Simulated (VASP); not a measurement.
A run of VASP 6.6.1 is set up as follows.

File INCAR:

```
PREC = Accurate
ENCUT = 520
EDIFF = 1E-6
ISMEAR = 0
SIGMA = 0.1
LREAL = False
LASPH = True
NELM = 80
ALGO = Normal
ISIF = 2
LWAVE = False
LCHARG = False
GGA = PE
NBANDS = 44
```

File KPOINTS:

```
Automatic mesh
0
Gamma
  4 4 4
```

File POSCAR:

```
SiAg2Br6
1.0
    6.7486076323      0.0000000000      0.0000000000
    0.0000000000      6.7486076323      0.0000000000
    0.0000000000      0.0000000000      5.5426364515
Si Ag Br
1 2 6
Direct
    0.0000000000      0.0000000000      0.0000000000
    0.5000000000      0.0000000000      0.5000000000
    0.0000000000      0.5000000000      0.5000000000
    0.0000000000      0.0000000000      0.5000000000
    0.5000000000      0.5000000000      0.5000000000
    0.2418280751      0.2418280751      0.0000000000
    0.7581719249      0.7581719249      0.0000000000
    0.2418280751      0.7581719249      0.0000000000
    0.7581719249      0.2418280751      0.0000000000
```

Potentials or basis: VASP PAW PBE potentials, release 64 (Si, Ag, Br).

Run with:

```console
$ cat potpaw_PBE.64/Si/POTCAR potpaw_PBE.64/Ag/POTCAR potpaw_PBE.64/Br/POTCAR > POTCAR
$ mpirun -np 1 vasp_std > vasp.out
```

Estimate the band gap on the k mesh.

0.39 eV.

Predict the pressure.

0.2 GPa.

Forces on the atoms (eV/Å):
```
Si   0.000  0.000  0.000
Ag   0.000  0.000  0.000
Ag   0.000  0.000  0.000
Br   0.000  0.000  0.000
Br   0.000  0.000  0.000
Br   0.021  0.021  0.000
Br  -0.021 -0.021  0.000
Br   0.021 -0.021  0.000
Br  -0.021  0.021  0.000
```

Caveat: the cell differs from its parent crystal (atoms taken out). A k mesh can miss the band edges.
